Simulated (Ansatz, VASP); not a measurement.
# Two plane-wave programs on PtWSe4

```
CELL_PARAMETERS angstrom
4.38331 0.00000 0.00000
0.00000 4.38331 0.00000
0.00000 0.00000 6.24953
ATOMIC_POSITIONS crystal
Pt 0.50000 0.50000 0.00000
W 0.00000 0.00000 0.50000
Se 0.50000 0.00000 0.25887
Se 0.50000 0.00000 0.74113
Se 0.00000 0.50000 0.74113
Se 0.00000 0.50000 0.25887
```

Change from the starting cell: species swapped into the CaSnF4 type (P4/mmm, No. 123).

Alike in both runs: functional PBE; k mesh 8 × 8 × 6; occupations gaussian, width 0.1 eV; no spin polarisation.

Ansatz relaxed the structure, and its values are those at the end. VASP's run is a single point on that final structure, the one shown.

```csv
,VASP,Ansatz
version,VASP 6.6.1,Ansatz 0.2.0
potentials or method,"VASP PAW PBE potentials, release 64 (Pt, W_sv, Se), cutoff 520 eV","scalar-relativistic, plane waves, PAW"
valence electrons in the cell,48,96
```

```tsv
	VASP	Ansatz	Ansatz less VASP
gap on the k mesh at the Fermi level (eV)	none	none	-
pressure (GPa)	0.1	0.0	-0.07
rms of the force components (eV/Å)	0.008	0.001	-0.0070
```

A gap of «none» marks a metal or a gap that the smearing closes. VASP's potentials hold 48 valence electrons a cell and Ansatz's 96, so a difference there can come from the potentials and not from the codes.

Neither program's run includes spin-orbit coupling.
